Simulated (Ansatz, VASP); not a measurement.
# In3Se in VASP and in Ansatz

The input INCAR:

```
PREC = Accurate
ENCUT = 520
EDIFF = 1E-6
ISMEAR = -1
SIGMA = 0.05
LREAL = F
LASPH = T
NELM = 100
ALGO = Normal
ISIF = 2
LWAVE = F
LCHARG = T
GGA = CA
LELF = T
LVHAR = T
NBANDS = 30
```

File KPOINTS:

```
regular mesh
0
Gamma
  6 6 6
```

Contents of POSCAR:

```
In3Se
1.0
    4.8355718940      0.0000000000      0.0000000000
    0.0000000000      4.8355718940      0.0000000000
    0.0000000000      0.0000000000      4.8355718940
In Se
3 1
Direct
    0.5000000000      0.5000000000      0.0000000000
    0.5000000000      0.0000000000      0.5000000000
    0.0000000000      0.5000000000      0.5000000000
    0.0000000000      0.0000000000      0.0000000000
```

File input.yaml:

```yaml
crystal:
  lattice:
    - [4.835571894, 0.0, 0.0]
    - [0.0, 4.835571894, 0.0]
    - [0.0, 0.0, 4.835571894]
  atoms:
    - { symbol: In, position: [0.5, 0.5, 0.0] }
    - { symbol: In, position: [0.5, 0.0, 0.5] }
    - { symbol: In, position: [0.0, 0.5, 0.5] }
    - { symbol: Se, position: [0.0, 0.0, 0.0] }
hamiltonian:
  xc: lda
  pseudopotentials: { kind: paw }
kpoints:
  mp_grid: { grid: [6, 6, 6] }
scf:
  occupations: { method: fermi_dirac, width: 0.05 }
output:
  forces: true
  stress: true
  eigenvalues: true
  write_density: true
  write_potential: true
  elf: true
  volumetric_format: npy
```

Alike in both runs: task single point; functional LDA; k mesh 6 × 6 × 6; occupations fermi-dirac, width 0.05 eV; no spin polarisation.

```csv
,VASP,Ansatz
version,VASP 6.6.1,Ansatz 0.2.0
potentials or method,"VASP PAW LDA potentials, release 64 (In_d, Se)",Ansatz PAW
plane-wave cutoff (eV),520,420
valence electrons in the cell,45,55
```

```csv
,VASP,Ansatz,Ansatz less VASP
gap on the k mesh at the Fermi level (eV),none,none,-
pressure (GPa),-4.7,-4.7,0.00
```

LDA's correlation is that of Perdew and Zunger in VASP and of Perdew and Wang (1992) in Ansatz. A gap of «none» marks a metal or a gap that the smearing closes. VASP's potentials hold 45 valence electrons a cell and Ansatz's 55, so a difference there can come from the potentials and not from the codes.
